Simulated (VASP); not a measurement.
Set up this calculation in VASP 6.6.1, as the native input.

```
Task                   : single point
Functional             : PBE
Potentials or basis    : VASP PAW PBE potentials, release 64 (Se, W_sv)
Cutoff                 : 520 eV
k mesh                 : 9 × 9 × 1
Occupations            : gaussian, width 0.05 eV
Spin                   : no spin polarisation
Dipole correction      : yes
Further INCAR settings : ALGO = Normal; EDIFF = 1e-07; NBANDS = 35
```

The structure of WSe2 lies in POSCAR:

```
WSe2
1.0
    3.3200828448      0.0000000000      0.0000000000
   -1.6600414224      2.8752760862      0.0000000000
    0.0000000000      0.0000000000     35.0109235382
Se W
4 2
Direct
    0.3333333333      0.6666666667      0.2142188563
    0.3333333333      0.6666666667      0.3100942827
    0.3333333333      0.6666666667      0.6899057173
    0.3333333333      0.6666666667      0.7857811437
    0.0000000000      0.0000000000      0.2621565695
    0.0000000000      0.0000000000      0.7378434305
```

The input as run:

INCAR

```
SYSTEM = WSe2
  PREC = Accurate
  ENCUT = 520
  EDIFF = 1E-7
  ISMEAR = 0
  SIGMA = 0.05
  LREAL = .False.
  LASPH = .True.
  NELM = 100
  ALGO = Normal
  ISIF = 2
  LWAVE = .False.
  LCHARG = .False.
  LDIPOL = .True.
  IDIPOL = 3
  DIPOL = 0.5 0.5 0.500
  GGA = PE
  NBANDS = 35
```

KPOINTS

```
Automatic mesh
0
Gamma
  9 9 1
  0 0 0
```

Potentials or basis: VASP PAW PBE potentials, release 64 (Se, W_sv).

Launch:

```bash
$ cat potpaw_PBE.64/Se/POTCAR potpaw_PBE.64/W_sv/POTCAR > POTCAR
$ mpirun -np 1 vasp_std > vasp.out
```

Results of the run:

```
Largest force          : 0.044 eV/Å
Band gap on the k mesh : 1.55 eV, direct
```

Caveat: spin-orbit coupling is left out, which moves the levels of the heavy elements.

Run time: 2.6 min on 1 thread of Intel(R) Xeon(R) 6975P-C (Granite Rapids), on a shared host, peak memory 0.53 GiB.
